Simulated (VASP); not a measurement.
The system is SnSe2.

```
Sn Se
1.0
     3.91008    0.00000    0.00000
    -1.95504    3.38623    0.00000
     0.00000    0.00000    7.05727
Sn Se
1 2
Direct
  0.00000 0.00000 0.00000
  0.33333 0.66667 0.22815
  0.66667 0.33333 0.77185
```

This cell differs from its parent crystal: volume scaled by 1.03.

```yaml
Program: VASP 6.6.1
Task: relaxation of shape and atoms at fixed volume
Functional: PBE
Potentials_or_basis: VASP PAW PBE potentials, release 64 (Sn_d, Se)
Cutoff: 600 eV
k_mesh: 12 × 12 × 4
Occupations: gaussian, width 0.02 eV
Spin: no spin polarisation
```

At the start: pressure -1.4 GPa; volume 31.15 Å³/atom.

How do energy, volume and symmetry change on relaxing?

Over 7 steps the energy falls by 3.7 meV/atom; space group P-3m1 (No. 164, to 0.05 Å).

Step by step:
```csv
step,energy change (eV),largest force (eV/Å),pressure (GPa),volume (Å³)
1,0.0000,0.2220,-1.37,93.44
2,-0.0040,0.1397,-1.08,93.44
3,-0.0071,0.0013,-0.58,93.44
4,-0.0097,0.0099,-0.38,93.44
5,-0.0109,0.0245,-0.14,93.44
6,-0.0109,0.0238,-0.15,93.44
7,-0.0110,0.0031,-0.07,93.44
```

Final structure:
```cif
data_structure
_symmetry_space_group_name_H-M 'P 1'
_symmetry_Int_Tables_number 1
_cell_length_a 3.8737
_cell_length_b 3.8737
_cell_length_c 7.1904
_cell_angle_alpha 90.000
_cell_angle_beta 90.000
_cell_angle_gamma 120.000
_cell_volume 93.44
loop_
_atom_site_label
_atom_site_type_symbol
_atom_site_fract_x
_atom_site_fract_y
_atom_site_fract_z
_atom_site_occupancy
Sn1 Sn 0.00000 0.00000 0.00000 1
Se1 Se 0.33333 0.66667 0.22196 1
Se2 Se 0.66667 0.33333 0.77804 1
```

Caveat: the cell differs from its parent crystal (volume scaled by 1.03); this functional lacks dispersion, which binds the layers, so the pressure and a relaxed spacing across them are unreliable.
